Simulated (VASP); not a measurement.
The system is WC.

```xyz
2
Lattice="0.0000 2.1927 2.1927 2.1927 0.0000 2.1927 2.1927 2.1927 0.0000" Properties=species:S:1:pos:R:3 pbc="T T T"
W     0.0000    0.0000    0.0000
C     2.1927    2.1927    2.1927
```

Base run:

* Program: VASP 6.6.1
* Functional: PBEsol
* Dispersion: D4
* Potentials or basis: VASP PAW PBE potentials, release 64 (W_sv, C)
* Cutoff: 600 eV
* k mesh: 11 × 11 × 11
* Occupations: methfessel-paxton, width 0.05 eV
* Spin: no spin polarisation

Its results: band gap on the k mesh zero (band 9 reaches 13.19 eV, above the bottom of band 10 at 10.11 eV); pressure -13.0 GPa.

Question: The run is repeated on the same cell with these changes: k mesh from 11 × 11 × 11 to 5 × 5 × 5. What comes out?

Answer: Band gap on the k mesh zero (band 9 reaches 12.76 eV, above the bottom of band 10 at 10.67 eV); pressure -13.6 GPa.

Caveats: some runs use coarse meshes; the PAW data sets were made with another functional, which shifts forces and pressure a little; spin-orbit coupling is left out, which moves the levels of the heavy elements; pairwise dispersion overbinds metals, which lowers pressure and volume.
